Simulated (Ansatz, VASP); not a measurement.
One calculation of Sn, two programs

```xyz
2
Lattice="0.0000 3.4121 3.4121 3.4121 0.0000 3.4121 3.4121 3.4121 0.0000" Properties=species:S:1:pos:R:3 pbc="T T T"
Sn    3.4121    3.4121    3.4121
Sn    5.1181    5.1181    5.1181
```

Alike in both runs: task single point; functional RPBE; k mesh 13 × 13 × 13; occupations fermi-dirac, width 0.1 eV; no spin polarisation.

|  | VASP | Ansatz |
| --- | --- | --- |
| version | VASP 6.6.1 | Ansatz 0.2.0 |
| potentials or method | VASP PAW PBE potentials, release 64 (Sn_d), cutoff 520 eV | plane waves (420 eV) with PAW, scalar-relativistic |
| valence electrons in the cell | 28 | 28 |

|  | VASP | Ansatz | Ansatz less VASP |
| --- | --- | --- | --- |
| pressure (GPa) | -1.2 | -1.2 | +0.02 |

VASP's potentials were made for PBE, not for RPBE. With one functional, cell and mesh, what is left measures potentials, basis and numerics.
